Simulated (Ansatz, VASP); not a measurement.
Te in VASP and in Ansatz

File INCAR:

```
PREC = Accurate ; ENCUT = 500
EDIFF = 1E-6 ; ISMEAR = 0
SIGMA = 0.1 ; LREAL = F
LASPH = T ; NELM = 120
ALGO = Normal ; ISIF = 2
LWAVE = F ; LCHARG = F
GGA = PE ; NBANDS = 20
GGA_COMPAT = F
```

The input KPOINTS:

```
regular mesh
0
Gamma
  4 4 4
```

POSCAR

```
Te
1.0
    2.7461032007     -4.6541356660      0.0000000000
    2.7461032007      4.6541356660      0.0000000000
    0.0000000000      0.0000000000      5.4995119722
Te
4
Direct
    0.1525000000      0.8475000000      0.0785000000
    0.6525000000      0.3475000000      0.4215000000
    0.8475000000      0.1525000000      0.9215000000
    0.3475000000      0.6525000000      0.5785000000
```

Input for Ansatz:

```yaml
crystal:
  lattice:
    - [2.7461032007, -4.654135666, 0.0]
    - [2.7461032007, 4.654135666, 0.0]
    - [0.0, 0.0, 5.4995119722]
  atoms:
    - { symbol: Te, position: [0.1525, 0.8475, 0.0785] }
    - { symbol: Te, position: [0.6525, 0.3475, 0.4215] }
    - { symbol: Te, position: [0.8475, 0.1525, 0.9215] }
    - { symbol: Te, position: [0.3475, 0.6525, 0.5785] }
basis:
  ecutwfc: 420
kpoints:
  mp_grid: { grid: [4, 4, 4] }
hamiltonian:
  xc: pbe
scf:
  occupations: { method: gaussian, width: 0.1 }
  lower_state_search: "off"
output:
  forces: true
  stress: true
  eigenvalues: true
```

Alike in both runs: task single point; functional PBE; k mesh 4 × 4 × 4; occupations gaussian, width 0.1 eV; no spin polarisation.

|  | VASP | Ansatz |
| --- | --- | --- |
| version | VASP 6.6.1 | Ansatz 0.2.0 |
| potentials or method | VASP PAW PBE potentials, release 64 (Te), cutoff 500 eV | scalar-relativistic, plane waves, PAW |
| valence electrons in the cell | 24 | 64 |

VASP gave:

* gap on the k mesh at the Fermi level (eV): none
* pressure (GPa): 0.0
* traceless stress, the component that is largest in VASP (GPa): 1.96
* rms of the force components (eV/Å): 0.298

Task: Estimate Ansatz's values.

Result: gap on the k mesh at the Fermi level (eV): none; pressure (GPa): 0.0; traceless stress, the component that is largest in VASP (GPa): 1.97; rms of the force components (eV/Å): 0.299.

Atom by atom the forces differ by 0.001 eV/Å (rms over components). A gap of «none» marks a metal or a gap that the smearing closes. VASP's potentials hold 24 valence electrons a cell and Ansatz's 64, so a difference there can come from the potentials and not from the codes.

Spin-orbit coupling is off throughout.
